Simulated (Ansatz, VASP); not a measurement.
# One calculation of Al, two programs

File INCAR:

```
SYSTEM = Al
ALGO = Fast
EDIFF = 1E-6
ENCUT = 520
GGA = PS
ISIF = 2
ISMEAR = 0
IVDW = 12
LASPH = .TRUE.
LCHARG = .FALSE.
LREAL = .FALSE.
LWAVE = .FALSE.
NBANDS = 8
NELM = 60
PREC = Accurate
SIGMA = 0.15
```

Contents of KPOINTS:

```
k-points
0
G
  20 20 20
  0 0 0
```

Contents of POSCAR:

```
Al
1.0
    0.0000000000      1.9936203000      2.0846994000
    1.9936203000      0.0000000000      2.0846994000
    1.9936203000      1.9936203000      0.0000000000
Al
1
Direct
    0.0000000000      0.0000000000      0.0000000000
```

Input for Ansatz:

```yaml
crystal:
  lattice:
    - [0.0, 1.9936203, 2.0846994]
    - [1.9936203, 0.0, 2.0846994]
    - [1.9936203, 1.9936203, 0.0]
  atoms:
    - { symbol: Al, position: [0.0, 0.0, 0.0] }
basis:
  ecutwfc: 420
kpoints:
  mp_grid: { grid: [20, 20, 20] }
hamiltonian:
  xc: pbesol
  dispersion: d3bj
scf:
  occupations: { method: gaussian, width: 0.15 }
output:
  forces: true
  stress: true
  eigenvalues: true
```

Change from the starting cell: strain -0.015 along x and y, +0.030 along z, atoms carried along.

Alike in both runs: task single point; functional PBEsol; dispersion D3(BJ); k mesh 20 × 20 × 20; occupations gaussian, width 0.15 eV; no spin polarisation.

|  | VASP | Ansatz |
| --- | --- | --- |
| version | VASP 6.6.1 | Ansatz 0.2.0 |
| potentials or method | VASP PAW PBE potentials, release 64 (Al), cutoff 520 eV | scalar-relativistic, plane waves, PAW |
| valence electrons in the cell | 3 | 3 |

|  | VASP | Ansatz | Ansatz less VASP |
| --- | --- | --- | --- |
| gap on the k mesh at the Fermi level (eV) | none | none | - |
| pressure (GPa) | -4.9 | -4.9 | -0.06 |
| traceless stress, the component that is largest in VASP (GPa) | -1.53 | -1.52 | +0.010 |

VASP's potentials were made for PBE, not for PBEsol. A gap of «none» marks a metal or a gap that the smearing closes.
